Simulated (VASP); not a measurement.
# ZrSi2 (Cmcm) in VASP: single point with PBE

Aim: the single point of ZrSi2 with PBE.

Program: VASP 6.6.1. These are calculated values, not measurements. Logs are shortened: lines on timing, memory, paths and dates and some standing lists are left out, and cuts for length are marked.

### 1 The cell of the first run

Symmetry: Cmcm, No. 63, orthorhombic system. Conventional cell: a = 3.704 Å, b = 14.789 Å, c = 3.679 Å, α = 90.00°, β = 90.00°, γ = 90.00°. Zr (site symmetry m2m) has 10 Si at 2.72 to 2.99 Å and 6 Zr at 3.62 to 3.70 Å within 3.8 Å. Si (site symmetry m2m) has 2 Si at 2.42 Å and 6 Zr at 2.72 to 2.99 Å within 3.2 Å. Within 3.5 Å of Si (site symmetry m2m) lie 8 Si at 2.61 to 3.45 Å and 4 Zr at 2.82 to 2.83 Å.

### 2 Single point, PBE

INCAR reads:

```
ALGO = Fast
EDIFF = 1E-6
ENCUT = 520
GGA = PE
ISIF = 2
ISMEAR = 0
LASPH = True
LCHARG = False
LREAL = False
LWAVE = False
NBANDS = 29
NELM = 80
PREC = Accurate
SIGMA = 0.1
```

KPOINTS reads:

```
k-points
0
Gamma
  10 10 10
```

POSCAR reads:

```
ZrSi2
1.0
    1.8521964729     -7.3944750813      0.0000000000
    1.8521964729      7.3944750813      0.0000000000
    0.0000000000      0.0000000000      3.6794830493
Zr Si
2 4
Direct
    0.8946595157      0.1053404843      0.2500000000
    0.1053404843      0.8946595157      0.7500000000
    0.5530905230      0.4469094770      0.2500000000
    0.4469094770      0.5530905230      0.7500000000
    0.2502894874      0.7497105126      0.2500000000
    0.7497105126      0.2502894874      0.7500000000
```

Potentials or basis: VASP PAW PBE potentials, release 64 (Zr_sv, Si).

Command:

```
> cat potpaw_PBE.64/Zr_sv/POTCAR potpaw_PBE.64/Si/POTCAR > POTCAR
> mpirun -np 1 vasp_std > vasp.out
```

OUTCAR:

```text
EDIFF = 1E-6
   ENCUT = 520
   GGA = PE
   ISIF = 2
   ISMEAR = 0
   LASPH = True
   LREAL = False
   NELM = 80
   PREC = Accurate

 ion  position               nearest neighbor table
   1  0.895  0.105  0.250-   4 2.72   4 2.72   4 2.72   4 2.72   6 2.82   6 2.82   5 2.83   5 2.83
                             3 2.99   3 2.99   2 3.62   2 3.62
   2  0.105  0.895  0.750-   3 2.72   3 2.72   3 2.72   3 2.72   5 2.82   5 2.82   6 2.83   6 2.83
                             4 2.99   4 2.99   1 3.62   1 3.62
   3  0.553  0.447  0.250-   4 2.42   4 2.42   2 2.72   2 2.72   2 2.72   2 2.72   1 2.99   1 2.99

   4  0.447  0.553  0.750-   3 2.42   3 2.42   1 2.72   1 2.72   1 2.72   1 2.72   2 2.99   2 2.99

   5  0.250  0.750  0.250-   6 2.61   6 2.61   6 2.61   6 2.61   2 2.82   2 2.82   1 2.83   1 2.83

   6  0.750  0.250  0.750-   5 2.61   5 2.61   5 2.61   5 2.61   1 2.82   1 2.82   2 2.83   2 2.83

  LATTYP: Found a base centered orthorhombic cell.
 ALAT       =     3.7043929458
 B/A-ratio  =     3.9922736003
 C/A-ratio  =     0.9932755793

  Lattice vectors:

 A1 = (   1.8521964729,  -7.3944750813,   0.0000000000)
 A2 = (   1.8521964729,   7.3944750813,   0.0000000000)
 A3 = (   0.0000000000,   0.0000000000,   3.6794830493)

Analysis of symmetry for initial positions (statically):
=====================================================================
 Subroutine PRICEL returns:
 Original cell was already a primitive cell.

 Routine SETGRP: Setting up the symmetry group for a
 base centered orthorhombic supercell.

 Subroutine GETGRP returns: Found  8 space group operations
 (whereof  4 operations were pure point group operations)
 out of a pool of  8 trial point group operations.

The static configuration has the point symmetry C_2h.
 The point group associated with its full space group is D_2h.

Analysis of symmetry for dynamics (positions and initial velocities):
=====================================================================
 Subroutine PRICEL returns:
 Original cell was already a primitive cell.

 Routine SETGRP: Setting up the symmetry group for a
 base centered orthorhombic supercell.

 Subroutine GETGRP returns: Found  8 space group operations
 (whereof  4 operations were pure point group operations)
 out of a pool of  8 trial point group operations.

The dynamic configuration has the point symmetry C_2h.
 The point group associated with its full space group is D_2h.

 Subroutine INISYM returns: Found  8 space group operations
 (whereof  4 operations are pure point group operations),
 and found     1 'primitive' translations

----------------------------------------------------------------------------------------

                                     Primitive cell

  volume of cell :     100.7886

  direct lattice vectors                    reciprocal lattice vectors
     1.852196473 -7.394475081  0.000000000     0.269949764 -0.067618052  0.000000000
     1.852196473  7.394475081  0.000000000     0.269949764  0.067618052  0.000000000
     0.000000000  0.000000000  3.679483049     0.000000000  0.000000000  0.271777309

  length of vectors
     7.622918962  7.622918962  3.679483049     0.278289554  0.278289554  0.271777309

  position of ions in fractional coordinates (direct lattice)
     0.894659516  0.105340484  0.250000000
     0.105340484  0.894659516  0.750000000
     0.553090523  0.446909477  0.250000000
     0.446909477  0.553090523  0.750000000
     0.250289487  0.749710513  0.250000000
     0.749710513  0.250289487  0.750000000

  ion indices of the primitive-cell ions
   primitive index   ion index
                 1           1
                 2           2
                 3           3
                 4           4
                 5           5
                 6           6

----------------------------------------------------------------------------------------

 KPOINTS: k-points

Automatic generation of k-mesh.
 Grid dimensions read from file:
 generate k-points for:   10   10   10

 Generating k-lattice:

  Cartesian coordinates                     Fractional coordinates (reciprocal lattice)
     0.026994976 -0.006761805  0.000000000     0.100000000  0.000000000  0.000000000
     0.026994976  0.006761805  0.000000000     0.000000000  0.100000000  0.000000000
     0.000000000  0.000000000  0.027177731     0.000000000  0.000000000  0.100000000

  Length of vectors
     0.027828955  0.027828955  0.027177731

  Shift w.r.t. Gamma in fractional coordinates (k-lattice)
     0.000000000  0.000000000  0.000000000

 Subroutine IBZKPT returns following result:
 ===========================================

 Found    186 irreducible k-points:

 Following reciprocal coordinates:
            Coordinates               Weight
  0.000000  0.000000  0.000000      1.000000
  0.100000  0.000000  0.000000      4.000000
  0.200000  0.000000  0.000000      4.000000
  0.300000  0.000000  0.000000      4.000000
  0.400000  0.000000  0.000000      4.000000
  0.500000  0.000000  0.000000      2.000000
[... 16 lines left out ...]
  0.300000  0.300000  0.000000      2.000000
  0.400000  0.300000  0.000000      4.000000
 [... further k-points ...]
   k-points           NKPTS =    186   k-points in BZ     NKDIM =    186   number of bands    NBANDS=     29
   number of dos      NEDOS =    301   number of ions     NIONS =      6
   total plane-waves  NPLWV = 100800
   dimension x,y,z NGX =    60 NGY =   60 NGZ =   28
   dimension x,y,z NGXF=   120 NGYF=  120 NGZF=   56
   ions per type =               2   4
   NGX,Y,Z   is equivalent  to a cutoff of  13.09, 13.09, 12.65 a.u.
   NGXF,Y,Z  is equivalent  to a cutoff of  26.17, 26.17, 25.30 a.u.
 SYSTEM =  unknown system
   PREC   = accura    normal or accurate (medium, high low for compatibility)
   ISTART =      0    job   : 0-new  1-cont  2-samecut
   ICHARG =      2    charge: 1-file 2-atom 10-const
   ISPIN  =      1    spin polarized calculation?
   LNONCOLLINEAR =      F non collinear calculations
   LSORBIT =      F    spin-orbit coupling
   LASPH  =      T    aspherical Exc in radial PAW
   ENCUT  =  520.0 eV  38.22 Ry    6.18 a.u.  14.17 14.17  6.84*2*pi/ulx,y,z
   NELM   =     80;   NELMIN=  2; NELMDL= -5     # of ELM steps
   EDIFF  = 0.1E-05   stopping-criterion for ELM
   LREAL  =      F    real-space projection
   EDIFFG = 0.1E-04   stopping-criterion for IOM
   NSW    =      0    number of steps for IOM
   IBRION =     -1    ionic relax: 0-MD 1-quasi-New 2-CG
   NFREE  =      0    steps in history (QN), initial steepest desc. (CG)
   ISIF   =      2    stress and relaxation
   ISYM   =      2    0-nonsym 1-usesym 2-fastsym
   POTIM  = 0.5000    time-step for ionic-motion
   TEBEG  =    0.0;   TEEND  =   0.0 temperature during run
   PSTRESS=    0.0 pullay stress
   NELECT =      40.0000    total number of electrons
   NUPDOWN=      -1.0000    fix difference up-down
   EMIN   =  10.00;   EMAX   =-10.00  energy-range for DOS
   EFERMI =   0.00;   METHOD = LEGACY
   ISMEAR =     0;   SIGMA  =   0.10  broadening in eV -4-tet -1-fermi 0-gaus
   EFERMI_NEDOS =   21; number of points for ismear=-14 and -15
   IALGO  =     68    algorithm
   IMIX   =      4    mixing-type and parameters
     AMIX     =   0.40;   BMIX     =  1.00
     AMIX_MAG =   1.60;   BMIX_MAG =  1.00
  volume/ion in A,a.u.               =      16.80       113.36
  Fermi-wavevector in a.u.,A,eV,Ry     =   1.203071  2.273474 19.692783  1.447379
  Thomas-Fermi vector in A             =   2.338834
   LORBIT       =      0    0 simple, 1 ext, 2 COOP (PROOUT), +10 PAW based schemes
   GGA     = PE    functional components
   LHFCALC =     F    Hartree Fock is set to
   AEXX    =    0.0000 exact exchange contribution
   IVDW    =     0    specifies the selected vdW correction
   LEPSILON=     F    determine dielectric tensor
   LRPA    =     F    only Hartree local field effects (RPA)
 non-spin polarized calculation
 RMM-DIIS sequential band-by-band and
 Gauss-broadening in eV      SIGMA  =   0.10
  energy-cutoff  :      520.00
  volume of cell :      100.79
 maximum number of plane-waves:      2736
 NGX is ok and might be reduce to    60
   NGX = 29   NGY = 29   NGZ = 13

 number of electron      40.0000000 magnetization

 Free energy of the ion-electron system (eV)
  ---------------------------------------------------
  ext. energy  EPLUGINS =         0.00000000
  ---------------------------------------------------
  free energy    TOTEN  =       -42.72006080 eV

  energy without entropy =      -42.71319956  energy(sigma->0) =      -42.71663018

 E-fermi :   9.9898     XC(G=0): -11.2517

 val. band max:        9.9889471353   @ k =   0.5000   0.4000   0.3000
 cond. band min:      10.0016225731   @ k =   0.5000   0.2000   0.1000
 fundamental gap:      0.0126754378
 Fermi energy:         9.9898320659

 k-point     1 :       0.0000    0.0000    0.0000
  band No.  band energies     occupation
      1     -38.8064      2.00000
      2     -38.7944      2.00000
      3     -17.0357      2.00000
      4     -16.8960      2.00000
      5     -16.8752      2.00000
      6     -16.8745      2.00000
[... 21 lines left out ...]
     28      12.8593      0.00000
     29      13.9934      0.00000

 k-point     2 :       0.1000    0.0000    0.0000
  band No.  band energies     occupation
      1     -38.8055      2.00000
      2     -38.7936      2.00000
      3     -17.0322      2.00000
      4     -16.9140      2.00000
      5     -16.8907      2.00000
      6     -16.8741      2.00000
[... 21 lines left out ...]
     28      13.2576      0.00000
     29      13.6373      0.00000

 k-point     3 :       0.2000    0.0000    0.0000
  band No.  band energies     occupation
      1     -38.8031      2.00000
      2     -38.7914      2.00000
      3     -17.0231      2.00000
      4     -16.9606      2.00000
      5     -16.9328      2.00000
      6     -16.8712      2.00000
[... 638 lines left out ...]
      5     -16.9969      2.00000
      6     -16.8684      2.00000
[... 21 lines left out ...]
     28      13.4716      0.00000
     29      13.7732      0.00000

 k-point    24 :       0.4000    0.3000    0.0000
  band No.  band energies     occupation
      1     -38.8001      2.00000
      2     -38.7888      2.00000
      3     -17.0239      2.00000
      4     -16.9985      2.00000
      5     -16.9838      2.00000
      6     -16.8754      2.00000
[... 21 lines left out ...]
     28      13.7515      0.00000
     29      14.0012      0.00000

 [... further k-points ...]

------------------------ aborting loop because EDIFF is reached ----------------------------------------

  FORCE on cell =-STRESS in cart. coord.  units (eV):
  Direction    XX          YY          ZZ          XY          YZ          ZX
  --------------------------------------------------------------------------------------
  -------------------------------------------------------------------------------------
  Total        0.0255360      0.0173969      0.0045256      0.0000000      0.0000000      0.0000000
  in kB        0.4059306      0.2765489      0.0719405      0.0000000      0.0000000      0.0000000
  external PRESSURE =       0.2514733 kB  Pullay stress =       0.0000000 kB

 VOLUME and BASIS-vectors are now :
 -----------------------------------------------------------------------------
  energy-cutoff  :      520.00
  volume of cell :      100.79
      direct lattice vectors                 reciprocal lattice vectors
     1.852196473 -7.394475081  0.000000000     0.269949764 -0.067618052  0.000000000
     1.852196473  7.394475081  0.000000000     0.269949764  0.067618052  0.000000000
     0.000000000  0.000000000  3.679483049     0.000000000  0.000000000  0.271777309

 POSITION                                       TOTAL-FORCE (eV/Angst)
 -----------------------------------------------------------------------------------
      1.85220     -5.83660      0.91987         0.000000      0.002018      0.000000
      1.85220      5.83660      2.75961         0.000000     -0.002018     -0.000000
      1.85220     -0.78515      0.91987         0.000000      0.010616      0.000000
      1.85220      0.78515      2.75961         0.000000     -0.010616      0.000000
      1.85220      3.69296      0.91987         0.000000     -0.000297      0.000000
      1.85220     -3.69296      2.75961         0.000000      0.000297     -0.000000
 -----------------------------------------------------------------------------------
    total drift:                                0.000000      0.000000     -0.000000

  FREE ENERGIE OF THE ION-ELECTRON SYSTEM (eV)
  ---------------------------------------------------
  free  energy   TOTEN  =       -42.7200607997 eV

  energy  without entropy=      -42.7131995597  energy(sigma->0) =      -42.71663018
```

Run time: 32 min. Hardware: 1 thread of Oxide Virtual Turin-like, shared host; peak memory 0.58 GiB.

What came out:

| Quantity | Value |
| --- | --- |
| Free energy | -42.7201 eV |
| Pressure | 0.0 GPa |
| Largest force | 0.011 eV/Å |
| Band gap on the k mesh | zero (bands 20 and 21 overlap by 0.95 eV) |

Forces in eV/Å, atoms in the order of the input:
```
Zr   0.000  0.002  0.000
Zr   0.000 -0.002  0.000
Si   0.000  0.011  0.000
Si   0.000 -0.011  0.000
Si   0.000  0.000  0.000
Si   0.000  0.000  0.000
```
